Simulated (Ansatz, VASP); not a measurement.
**SrO in VASP and in Ansatz**

Contents of INCAR:

```
SYSTEM = SrO
  PREC = Accurate
  ENCUT = 520
  EDIFF = 1E-6
  ISMEAR = 0
  SIGMA = 0.01
  LREAL = .False.
  LASPH = .True.
  NELM = 60
  ALGO = Normal
  ISIF = 2
  LWAVE = .False.
  LCHARG = .False.
  GGA = PS
  NBANDS = 24
```

File KPOINTS:

```
Automatic mesh
0
Gamma
  5 5 4
  0 0 0
```

Contents of POSCAR:

```
SrO
1.0
    4.2754660000      0.0000000000      0.0000000000
   -2.1377330000      3.7026621690      0.0000000000
    0.0000000000      0.0000000000      5.1555950000
Sr O
2 2
Direct
    0.3333333333      0.6666666667      0.9381280000
    0.6666666667      0.3333333333      0.4381280000
    0.3333333333      0.6666666667      0.4368720000
    0.6666666667      0.3333333333      0.9368720000
```

Input for Ansatz:

```yaml
crystal:
  lattice:
    a: 4.275466
    b: 4.275466
    c: 5.155595
    alpha: 90.0
    beta: 90.0
    gamma: 120.0
  atoms:
    - { symbol: Sr, position: [0.3333333333333333, 0.6666666666666666, 0.938128] }
    - { symbol: Sr, position: [0.6666666666666666, 0.3333333333333333, 0.438128] }
    - { symbol: O, position: [0.3333333333333333, 0.6666666666666666, 0.436872] }
    - { symbol: O, position: [0.6666666666666666, 0.3333333333333333, 0.936872] }
kpoints:
  mp_grid:
    grid: [5, 5, 4]
hamiltonian:
  xc: pbesol
scf:
  occupations:
    method: fixed
output:
  eigenvalues: true
```

Alike in both runs: task single point; functional PBEsol; k mesh 5 × 5 × 4; no spin polarisation.

|  | VASP | Ansatz |
| --- | --- | --- |
| version | VASP 6.6.1 | Ansatz 0.2.0 |
| potentials or method | VASP PAW PBE potentials, release 64 (Sr_sv, O) | plane waves, PAW |
| plane-wave cutoff (eV) | 520 | 420 |
| occupations | gaussian, width 0.01 eV | fixed |
| valence electrons in the cell | 32 | 32 |

Ansatz gave:

* gap on the k mesh at the Fermi level (eV): 2.52

Question: Estimate VASP's values.

Answer: gap on the k mesh at the Fermi level (eV): 2.50.

VASP's potentials were made for PBE, not for PBEsol.
